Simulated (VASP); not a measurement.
# PtC2 (Pnnm) in VASP: further runs

The runs below take PtC2 through relaxation of cell and atoms, single point, with PBE.

Everything below comes from runs of VASP 6.6.1. Logs are shortened: lines on timing, memory, paths and dates and some standing lists are left out, and cuts for length are marked.

### 1 The cell of the first run

The structure is orthorhombic, space group Pnnm (No. 58). Conventional cell: a = 3.906 Å, b = 4.767 Å, c = 2.976 Å, α = 90.00°, β = 90.00°, γ = 90.00°. Pt (site symmetry 2/m) has 6 C at 1.97 to 1.98 Å within 2.6 Å. C (site symmetry m) has 1 C at 1.95 Å and 3 Pt at 1.97 to 1.98 Å within 2.6 Å.

### 2 Relaxation of cell and atoms, PBE

Input file INCAR:

```
SYSTEM = PtC2
ALGO = Normal ; EDIFF = 1E-6
EDIFFG = -0.04 ; ENCUT = 600
GGA = PE ; IBRION = 2
ISIF = 3 ; ISMEAR = 0
LASPH = .True. ; LCHARG = .False.
LREAL = .False. ; LWAVE = .False.
NELM = 100 ; NSW = 90
PREC = Accurate ; SIGMA = 0.1
```

Input file KPOINTS:

```
k-points
0
Gamma
  4 4 6
  0 0 0
```

Input file POSCAR:

```
PtC2
1.0
    3.9059052123      0.0000000000      0.0000000000
    0.0000000000      4.7671271689      0.0000000000
    0.0000000000      0.0000000000      2.9759612588
Pt C
2 4
Direct
    0.0000000000      0.0000000000      0.0000000000
    0.5000000000      0.5000000000      0.5000000000
    0.2004000000      0.3787000000      0.0000000000
    0.7996000000      0.6213000000      0.0000000000
    0.7004000000      0.1213000000      0.5000000000
    0.2996000000      0.8787000000      0.5000000000
```

Potentials or basis: VASP PAW PBE potentials, release 64 (Pt, C).

Launch:

```console
$ cat potpaw_PBE.64/Pt/POTCAR potpaw_PBE.64/C/POTCAR > POTCAR
$ mpirun -np 1 vasp_std > vasp.out
```

OUTCAR:

```text
SYSTEM = PtC2
   EDIFF = 1E-6
   EDIFFG = -0.04
   ENCUT = 600
   GGA = PE
   IBRION = 2
   ISIF = 3
   ISMEAR = 0
   LASPH = .True.
   LREAL = .False.
   NELM = 100
   NSW = 90
   PREC = Accurate

 ion  position               nearest neighbor table
   1  0.000  0.000  0.000-   3 1.97   4 1.97   5 1.98   6 1.98   5 1.98   6 1.98   2 3.42   2 3.42
                             2 3.42   2 3.42   2 3.42   2 3.42   2 3.42   2 3.42
   2  0.500  0.500  0.500-   5 1.97   6 1.97   3 1.98   4 1.98   3 1.98   4 1.98   1 3.42   1 3.42
                             1 3.42   1 3.42   1 3.42   1 3.42   1 3.42   1 3.42
   3  0.200  0.379  0.000-   4 1.95   1 1.97   2 1.98   2 1.98
   4  0.800  0.621  0.000-   3 1.95   1 1.97   2 1.98   2 1.98
   5  0.700  0.121  0.500-   6 1.95   2 1.97   1 1.98   1 1.98
   6  0.300  0.879  0.500-   5 1.95   2 1.97   1 1.98   1 1.98

  LATTYP: Found a simple orthorhombic cell.
 ALAT       =     2.9759612588
 B/A-ratio  =     1.3124852351
 C/A-ratio  =     1.6018781007

  Lattice vectors:

 A1 = (   0.0000000000,   0.0000000000,   2.9759612588)
 A2 = (   3.9059052123,   0.0000000000,   0.0000000000)
 A3 = (   0.0000000000,   4.7671271689,   0.0000000000)

Analysis of symmetry for initial positions (statically):
=====================================================================
 Subroutine PRICEL returns:
 Original cell was already a primitive cell.

 Routine SETGRP: Setting up the symmetry group for a
 simple orthorhombic supercell.

 Subroutine GETGRP returns: Found  8 space group operations
 (whereof  4 operations were pure point group operations)
 out of a pool of  8 trial point group operations.

The static configuration has the point symmetry C_2h.
 The point group associated with its full space group is D_2h.

Analysis of symmetry for dynamics (positions and initial velocities):
=====================================================================
 Subroutine PRICEL returns:
 Original cell was already a primitive cell.

 Routine SETGRP: Setting up the symmetry group for a
 simple orthorhombic supercell.

 Subroutine GETGRP returns: Found  8 space group operations
 (whereof  4 operations were pure point group operations)
 out of a pool of  8 trial point group operations.

The dynamic configuration has the point symmetry C_2h.
 The point group associated with its full space group is D_2h.

 Subroutine INISYM returns: Found  8 space group operations
 (whereof  4 operations are pure point group operations),
 and found     1 'primitive' translations

----------------------------------------------------------------------------------------

                                     Primitive cell

  volume of cell :      55.4122

[... 118 lines left out ...]
  Fermi-wavevector in a.u.,A,eV,Ry     =   1.417883  2.679411 27.353051  2.010393
  Thomas-Fermi vector in A             =   2.539067
   LORBIT       =      0    0 simple, 1 ext, 2 COOP (PROOUT), +10 PAW based schemes
   GGA     = PE    functional components
   LHFCALC =     F    Hartree Fock is set to
   AEXX    =    0.0000 exact exchange contribution
   IVDW    =     0    specifies the selected vdW correction
   LEPSILON=     F    determine dielectric tensor
   LRPA    =     F    only Hartree local field effects (RPA)
 conjugate gradient relaxation of ions
 non-spin polarized calculation
 Gauss-broadening in eV      SIGMA  =   0.10
  energy-cutoff  :      600.00
  volume of cell :       55.41
 maximum number of plane-waves:      1868
 NGX is ok and might be reduce to    32
   NGX = 15   NGY = 19   NGZ = 11

--------------------------------------- Ionic step        1  -------------------------------------------

 number of electron      36.0000002 magnetization

 Free energy of the ion-electron system (eV)
  ---------------------------------------------------
  ext. energy  EPLUGINS =         0.00000000
  ---------------------------------------------------
  free energy    TOTEN  =       -37.75603290 eV

  energy without entropy =      -37.73598454  energy(sigma->0) =      -37.74600872

------------------------ aborting loop because EDIFF is reached ----------------------------------------

  FORCE on cell =-STRESS in cart. coord.  units (eV):
  Direction    XX          YY          ZZ          XY          YZ          ZX
  --------------------------------------------------------------------------------------
  -------------------------------------------------------------------------------------
  Total       12.7418355     22.2824539     19.0441330      0.0000000      0.0000000      0.0000000
  in kB      368.4146278    644.2699706    550.6378729      0.0000000      0.0000000      0.0000000
  external PRESSURE =     521.1074904 kB  Pullay stress =       0.0000000 kB
[... 101 lines left out ...]
  FREE ENERGIE OF THE ION-ELECTRON SYSTEM (eV)
  ---------------------------------------------------
  free  energy   TOTEN  =       -40.3634723117 eV

  energy  without entropy=      -40.3402304413  energy(sigma->0) =      -40.35185138

[... ionic steps 4 to 14 ...]

--------------------------------------- Ionic step       15  -------------------------------------------

 number of electron      36.0000005 magnetization

------------------------ aborting loop because EDIFF is reached ----------------------------------------
[... 75 lines left out ...]
--------------------------------------- Ionic step       17  -------------------------------------------

 number of electron      36.0000005 magnetization

 Free energy of the ion-electron system (eV)
  ---------------------------------------------------
  ext. energy  EPLUGINS =         0.00000000
  ---------------------------------------------------
  free energy    TOTEN  =       -43.46063510 eV

  energy without entropy =      -43.45243023  energy(sigma->0) =      -43.45653267

 E-fermi :   8.2525     XC(G=0): -12.5149

 val. band max:        8.1943889939   @ k =   0.5000   0.5000   0.3333
 cond. band min:       8.3137296303   @ k =   0.0000   0.0000   0.3333
 fundamental gap:      0.1193406365
 Fermi energy:         8.2525331878

 k-point     1 :       0.0000    0.0000    0.0000
  band No.  band energies     occupation
      1      -7.6262      2.00000
      2      -6.2166      2.00000
      3       0.4241      2.00000
      4       0.9097      2.00000
      5       1.4755      2.00000
      6       1.7681      2.00000
[... 589 lines left out ...]
     21      12.5446      0.00000
     22      12.5446      0.00000

 [... further k-points ...]
[... 5 lines left out ...]
  --------------------------------------------------------------------------------------
  -------------------------------------------------------------------------------------
  Total        0.0510878     -0.0749941     -0.0208151     -0.0000000      0.0000000      0.0000000
  in kB        1.3318171     -1.9550376     -0.5426322     -0.0000000      0.0000000      0.0000000
  external PRESSURE =      -0.3886176 kB  Pullay stress =       0.0000000 kB
[... 21 lines left out ...]
  FREE ENERGIE OF THE ION-ELECTRON SYSTEM (eV)
  ---------------------------------------------------
  free  energy   TOTEN  =       -43.4606350962 eV

  energy  without entropy=      -43.4524302339  energy(sigma->0) =      -43.45653267

 reached required accuracy - stopping structural energy minimisation
```

It took 8.1 min on 1 thread of Oxide Virtual Turin-like, shared host; peak memory 0.18 GiB.

What came out:

* Free energy: -43.4606 eV
* Relaxed volume: 10.24 Å³/atom
* Relaxed cell: a = 4.015 Å, b = 5.026 Å, c = 3.046 Å, α = 90.00°, β = 90.00°, γ = 90.00°
* Space group after relaxing (to 0.05 Å): Pnnm (No. 58)
* Energy gained by relaxing: 950.8 meV/atom
* Ionic steps: 17
* Pressure after relaxing: 0.0 GPa
* Band gap on the k mesh: zero (band 18 reaches 10.65 eV, above the bottom of band 19 at 6.40 eV)

Forces on the atoms (eV/Å):
```
Pt   0.000  0.000  0.000
Pt   0.000  0.000  0.000
C   -0.002  0.002  0.000
C    0.002 -0.002  0.000
C   -0.002 -0.002  0.000
C    0.002  0.002  0.000
```

Step by step:
| step | energy change (eV) | largest force (eV/Å) | pressure (GPa) | volume (Å³) |
| --- | --- | --- | --- | --- |
| 1 | 0.0000 | 4.4813 | 52.11 | 55.41 |
| 2 | -0.6795 | 3.1405 | -42.27 | 83.06 |
| 3 | -2.6074 | 3.5351 | -21.59 | 67.98 |
| 4 | -5.3127 | 1.6618 | -11.13 | 66.24 |
| 5 | -5.3711 | 0.4466 | -15.83 | 66.44 |
| 6 | -5.3780 | 0.0874 | -14.90 | 66.40 |
| 7 | -5.4431 | 0.4832 | 18.65 | 58.14 |
| 8 | -5.6398 | 0.3094 | 0.77 | 61.74 |
| 9 | -5.6571 | 0.8422 | -0.49 | 61.42 |
| 10 | -5.6605 | 0.5537 | -0.17 | 61.52 |
| 11 | -5.6853 | 0.4362 | 0.40 | 61.32 |
| 12 | -5.6996 | 0.2763 | 1.26 | 61.04 |
| 13 | -5.6997 | 0.2586 | 1.38 | 61.00 |
| 14 | -5.7040 | 0.1463 | 0.44 | 61.41 |
| 15 | -5.7042 | 0.0656 | 0.62 | 61.33 |
| 16 | -5.7044 | 0.0543 | -0.50 | 61.56 |
| 17 | -5.7046 | 0.0028 | -0.04 | 61.46 |

Final structure:
```
Pt C
1.0
     4.01502    0.00000    0.00000
     0.00000    5.02611    0.00000
     0.00000    0.00000    3.04553
Pt C
2 4
Direct
  0.00000 0.00000 0.00000
  0.50000 0.50000 0.50000
  0.13070 0.41218 0.00000
  0.86930 0.58782 0.00000
  0.63070 0.08782 0.50000
  0.36930 0.91218 0.50000
```

Caveat: the k points lie up to 0.39 Å⁻¹ apart in the final cell; spin-orbit coupling is left out, which moves the levels of the heavy elements.

### 3 Single point, PBE

This run uses another cell than the first one, of 10.25 Å³/atom, 1.110 times its volume.

Input file INCAR:

```
SYSTEM = PtC2
ALGO = Normal
EDIFF = 1E-6
ENCUT = 520
GGA = PE
ISIF = 2
ISMEAR = 0
LASPH = .TRUE.
LCHARG = .TRUE.
LELF = .TRUE.
LREAL = .FALSE.
LVHAR = .TRUE.
LWAVE = .FALSE.
NBANDS = 27
NELM = 80
PREC = Accurate
SIGMA = 0.1
```

Input file KPOINTS:

```
k-points
0
G
  10 8 12
  0 0 0
```

Input file POSCAR:

```
PtC2
1.0
    4.0161391368      0.0000000000      0.0000000000
    0.0000000000      5.0244760841      0.0000000000
    0.0000000000      0.0000000000      3.0486555998
Pt C
2 4
Direct
    0.0000000000      0.0000000000      0.0000000000
    0.5000000000      0.5000000000      0.5000000000
    0.1308831146      0.4124208191      0.0000000000
    0.8691168854      0.5875791809      0.0000000000
    0.6308831146      0.0875791809      0.5000000000
    0.3691168854      0.9124208191      0.5000000000
```

Potentials or basis: VASP PAW PBE potentials, release 64 (Pt, C).

Launch:

```console
$ cat potpaw_PBE.64/Pt/POTCAR potpaw_PBE.64/C/POTCAR > POTCAR
$ mpirun -np 1 vasp_std > vasp.out
```

Run time: 5.3 min. Hardware: 1 thread of Oxide Virtual Turin-like, shared host; peak memory 0.36 GiB.

Results (log left out):

| Quantity | Value |
| --- | --- |
| Free energy | -43.4887 eV |
| Pressure | 0.1 GPa |
| Largest force | 0.059 eV/Å |
| Band gap on the k mesh | zero (band 18 reaches 10.64 eV, above the bottom of band 19 at 6.39 eV) |

Forces in eV/Å, atoms in the order of the input:
```
Pt   0.000  0.000  0.000
Pt   0.000  0.000  0.000
C    0.045 -0.038  0.000
C   -0.045  0.038  0.000
C    0.045  0.038  0.000
C   -0.045 -0.038  0.000
```

Stress tensor (GPa, compression positive):
```
 0.13  0.00  0.00
 0.00  0.05  0.00
 0.00  0.00 -0.02
```

Levels at points of the mesh, in eV from the Fermi level:
| k point | band 14 | band 15 | band 16 | band 17 | band 18 | band 19 | band 20 | band 21 | band 22 | band 23 |
| --- | --- | --- | --- | --- | --- | --- | --- | --- | --- | --- |
| (0.00, 0.00, 0.00) | -2.53 | -2.50 | -2.47 | -2.14 | -2.06 | -1.79 | -1.17 | 4.76 | 7.57 | 7.71 |
| (0.50, 0.00, 0.00) | -2.65 | -1.38 | -1.38 | -0.22 | -0.22 | 2.29 | 2.29 | 4.20 | 4.20 | 5.69 |
| (0.00, 0.50, 0.00) | -3.31 | -2.00 | -2.00 | -0.59 | -0.59 | 0.94 | 0.94 | 3.79 | 3.79 | 6.94 |
| (0.50, 0.50, 0.00) | -2.28 | -2.22 | -2.22 | 2.47 | 2.47 | 2.71 | 2.71 | 3.47 | 3.47 | 3.50 |
| (0.00, 0.00, 0.50) | -2.14 | -1.69 | -1.69 | -0.82 | -0.82 | 1.95 | 1.95 | 3.66 | 3.66 | 4.49 |
| (0.50, 0.00, 0.50) | -3.51 | -2.90 | -2.90 | -2.30 | -2.30 | -0.49 | -0.49 | 4.97 | 4.97 | 8.00 |
| (0.00, 0.50, 0.50) | -2.67 | -0.90 | -0.90 | 0.78 | 0.78 | 1.62 | 1.62 | 3.10 | 3.10 | 3.81 |
| (0.50, 0.50, 0.50) | -2.37 | -2.29 | -2.29 | -0.76 | -0.76 | 0.30 | 0.30 | 4.62 | 4.62 | 6.73 |

Caveat: spin-orbit coupling is left out, which moves the levels of the heavy elements.
